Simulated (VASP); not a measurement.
# Cu (Fd-3m) in VASP: further runs, part 2 of 2

VASP 6.6.1. The steps go on from the part before.

## (3) Single point, LDA, non-collinear spin, zero start, spin-orbit coupling

INCAR reads:

```
SYSTEM = Cu
PREC     = Accurate       ! precision mode
ENCUT    = 520            ! plane-wave cutoff, eV
EDIFF    = 1E-6           ! SCF threshold, eV
ISMEAR   = -1             ! smearing method
SIGMA    = 0.1            ! smearing width, eV
LREAL    = .False.        ! projectors in reciprocal space
LASPH    = .True.         ! aspherical terms in the spheres
NELM     = 150            ! most SCF steps
ALGO     = Normal         ! electronic algorithm
ISIF     = 2              ! what is computed and relaxed
LWAVE    = .False.        ! write WAVECAR
LCHARG   = .True.         ! write CHGCAR
LNONCOLLINEAR= .True.         ! non-collinear magnetism
MAGMOM   = 0 0 0 0 0 0    ! initial moments
LORBIT   = 11             ! projections on sites
LSORBIT  = .True.         ! spin-orbit coupling
GGA_COMPAT= .False.      
LORBMOM  = .True.       
LMAXMIX  = 4              ! l up to which the mixer works
LVHAR    = .True.       
NBANDS   = 34             ! bands
```

KPOINTS reads:

```
Automatic mesh
0
Gamma
  11 11 11
  0 0 0
```

POSCAR reads:

```
Cu
1.0
    0.0000000000      2.5744468145      2.5744468145
    2.5744468145      0.0000000000      2.5744468145
    2.5744468145      2.5744468145      0.0000000000
Cu
2
Direct
    0.1250000000      0.1250000000      0.1250000000
    0.8750000000      0.8750000000      0.8750000000
```

Potentials or basis: VASP PAW LDA potentials, release 64 (Cu).

The run is started by

```bash
$ cat potpaw_LDA.64/Cu/POTCAR > POTCAR
$ mpirun -np 1 vasp_ncl > vasp.out
```

OUTCAR:

```text
SYSTEM = Cu
   PREC = Accurate
   ENCUT = 520
   EDIFF = 1E-6
   ISMEAR = -1
   LREAL = .False.
   LASPH = .True.
   NELM = 150
   ISIF = 2
   LNONCOLLINEAR = .True.
   LORBIT = 11
   LSORBIT = .True.

 ion  position               nearest neighbor table
   1  0.125  0.125  0.125-   2 2.23   2 2.23   2 2.23   2 2.23
   2  0.875  0.875  0.875-   1 2.23   1 2.23   1 2.23   1 2.23

  LATTYP: Found a face centered cubic cell.
 ALAT       =     5.1488936290

  Lattice vectors:

 A1 = (   0.0000000000,   2.5744468145,   2.5744468145)
 A2 = (   2.5744468145,   0.0000000000,   2.5744468145)
 A3 = (   2.5744468145,   2.5744468145,   0.0000000000)

Analysis of symmetry for initial positions (statically):
[... 1183 lines left out ...]
 l=   3
     0.0000000     0.0000000     0.0000000     0.0000000     0.0000000     0.0000000     0.0000000
     0.0000000     0.0000000     0.0000000     0.0000000     0.0000000     0.0000000     0.0000000
     0.0000000     0.0000000     0.0000000     0.0000000     0.0000000     0.0000000     0.0000000
     0.0000000     0.0000000     0.0000000     0.0000000     0.0000000     0.0000000     0.0000000
     0.0000000     0.0000000     0.0000000     0.0000000     0.0000000     0.0000000     0.0000000
     0.0000000     0.0000000     0.0000000     0.0000000     0.0000000     0.0000000     0.0000000
     0.0000000     0.0000000     0.0000000     0.0000000     0.0000000     0.0000000     0.0000000

 total charge

# of ion       s       p       d       tot
------------------------------------------
    1        0.528   0.280   9.225  10.032
    2        0.528   0.280   9.225  10.032
--------------------------------------------------
tot          1.056   0.560  18.449  20.064

 magnetization (x)

# of ion       s       p       d       tot
------------------------------------------
    1       -0.000   0.000   0.000   0.000
    2       -0.000   0.000   0.000  -0.000
--------------------------------------------------
tot         -0.000   0.000   0.000   0.000

 magnetization (y)

# of ion       s       p       d       tot
------------------------------------------
    1        0.000   0.000  -0.000  -0.000
    2        0.000   0.000  -0.000  -0.000
--------------------------------------------------
tot          0.000   0.000  -0.000  -0.000

 magnetization (z)

# of ion       s       p       d       tot
------------------------------------------
    1       -0.000   0.000   0.000   0.000
    2       -0.000   0.000  -0.000  -0.000
--------------------------------------------------
tot         -0.000   0.000   0.000  -0.000
```

OSZICAR:

```text
N       E                     dE             d eps       ncg     rms          rms(c)
DAV:   1     0.174612600107E+03    0.17461E+03   -0.95213E+03  3848   0.209E+03
DAV:   2     0.106123236322E+02   -0.16400E+03   -0.15634E+03  3808   0.351E+02
DAV:   3    -0.784055399363E+01   -0.18453E+02   -0.16807E+02  4172   0.157E+02
DAV:   4    -0.840840198162E+01   -0.56785E+00   -0.56611E+00  4480   0.368E+01
DAV:   5    -0.841684292111E+01   -0.84409E-02   -0.84400E-02  5156   0.432E+00    0.105E+01
DAV:   6    -0.804354832430E+01    0.37329E+00   -0.14553E+01  4536   0.105E+02    0.668E+00
DAV:   7    -0.700607212250E+01    0.10375E+01   -0.38576E+00  4534   0.516E+01    0.452E-01
DAV:   8    -0.700299306490E+01    0.30791E-02   -0.11614E-01  5124   0.657E+00    0.820E-01
DAV:   9    -0.699403154221E+01    0.89615E-02   -0.35768E-02  4584   0.481E+00    0.147E-01
DAV:  10    -0.699381119654E+01    0.22035E-03   -0.18285E-03  4990   0.922E-01    0.543E-02
DAV:  11    -0.699377655355E+01    0.34643E-04   -0.14768E-04  5400   0.253E-01    0.102E-02
DAV:  12    -0.699377839245E+01   -0.18389E-05   -0.14785E-05  5244   0.617E-02    0.831E-03
DAV:  13    -0.699377763781E+01    0.75464E-06   -0.19609E-06  3770   0.305E-02
   1 F= -.69937776E+01 E0= -.69811613E+01  d E =-.252328E-01  mag=    -0.0000     0.0000     0.0000
```

stdout:

```text
POSCAR found type information on POSCAR Cu
 POSCAR found :  1 types and       2 ions
 scaLAPACK will be used
 LDA part: xc-table for (Slater(with rela. corr.)+CA(PZ))
 , standard interpolation
 POSCAR, INCAR and KPOINTS ok, starting setup
 FFT: planning ... GRIDC
 FFT: planning ... GRID_SOFT
 FFT: planning ... GRID
 WAVECAR not read
 entering main loop
```

Wall time 60 s (1 thread of Intel Xeon 6975P-C (Granite Rapids), shared host); peak memory 0.24 GiB.

What came out:

- Free energy: -6.9938 eV
- Pressure: 0.3 GPa
- Net moment: 0.00 μB per cell
- Valence electrons inside the program's atomic spheres: Cu 10.03

Moments on the atoms (μB; x, y, z):
```
Cu  0.00 0.00 0.00
Cu  0.00 0.00 0.00
```

## (4) Relaxation of cell and atoms, LDA

This run uses another cell than the first one, of 15.94 Å³/atom, 0.934 times its volume.

INCAR reads:

```
SYSTEM = Cu
  ALGO = Normal
  EDIFF = 1E-7
  EDIFFG = -0.01
  ENCUT = 700
  GGA = CA
  GGA_COMPAT = .False.
  IBRION = 2
  ISIF = 3
  ISMEAR = -1
  LASPH = .True.
  LCHARG = .False.
  LREAL = .False.
  LWAVE = .False.
  NELM = 120
  NELMIN = 4
  NSW = 80
  PREC = Accurate
  SIGMA = 0.1
```

KPOINTS reads:

```
k-points
0
Gamma
  11 11 11
  0 0 0
```

POSCAR reads:

```
Cu
1.0
    0.0000000000      2.5168736955      2.5168736955
    2.5168736955      0.0000000000      2.5168736955
    2.5168736955      2.5168736955      0.0000000000
Cu
2
Direct
    0.1250000000      0.1250000000      0.1250000000
    0.8750000000      0.8750000000      0.8750000000
```

Potentials or basis: VASP PAW LDA potentials, release 64 (Cu_sv_GW).

The run is started by

```bash
$ cat potpaw_LDA.64/Cu_sv_GW/POTCAR > POTCAR
$ mpirun -np 1 vasp_std > vasp.out
```

Wall time 2.9 min (1 thread of Intel Xeon Platinum 8488C (Sapphire Rapids), shared host); peak memory 0.2 GiB.

The run converged. Its results:

| Property | Result |
| --- | --- |
| Free energy | -7.2186 eV |
| Relaxed volume | 16.43 Å³/atom |
| Relaxed cell | a = 3.595 Å, b = 3.595 Å, c = 3.595 Å, α = 60.00°, β = 60.00°, γ = 60.00° |
| Space group after relaxing (to 0.05 Å) | Fd-3m (No. 227) |
| Energy gained by relaxing | 4.6 meV/atom |
| Ionic steps | 3 |
| Pressure after relaxing | 0.1 GPa |
| Band gap on the k mesh | zero (band 19 reaches 4.13 eV, above the bottom of band 20 at 3.38 eV) |

The path:
| step | energy change (eV) | largest force (eV/Å) | pressure (GPa) | volume (Å³) |
| --- | --- | --- | --- | --- |
| 1 | 0.0000 | 0.0000 | 3.06 | 31.89 |
| 2 | -0.0074 | 0.0000 | -1.34 | 33.31 |
| 3 | -0.0093 | 0.0000 | 0.06 | 32.87 |

Final structure:
```
Cu
1.0
     0.00000    2.54239    2.54239
     2.54239    0.00000    2.54239
     2.54239    2.54239    0.00000
Cu
2
Direct
  0.12500 0.12500 0.12500
  0.87500 0.87500 0.87500
```

Levels at points of the mesh, in eV from the Fermi level:
```csv
k point,band 17,band 18,band 19,band 20,band 21,band 22
"(0.00, 0.00, 0.00)",-2.17,-1.32,-1.32,10.82,10.82,10.82
```

## (5) The runs side by side

```csv
task,potentials or basis,spin,cell,k mesh,cutoff (eV),second run,gap on the mesh (eV),pressure (GPa)
single point,"VASP PAW LDA potentials, release 64 (Cu)",off,"a = 3.641 Å, angles 60.0°, 2 atoms",17 × 17 × 17,520,-,none,0.3
single point,"VASP PAW LDA potentials, release 64 (Cu)","non-collinear, zero start, SOC","a = 3.641 Å, angles 60.0°, 2 atoms",11 × 11 × 11,520,-,-,0.3
relaxation of cell and atoms,"VASP PAW LDA potentials, release 64 (Cu_sv_GW)",off,"relaxed from a = 3.559 Å, angles 60.0°, 2 atoms",11 × 11 × 11,700,valence_matched,none,0.1
```

Alike in all rows: level LDA; smearing fermi-dirac 0.1 eV.

Total energies depend on the potentials used, so only differences within one code and one set of settings carry meaning.
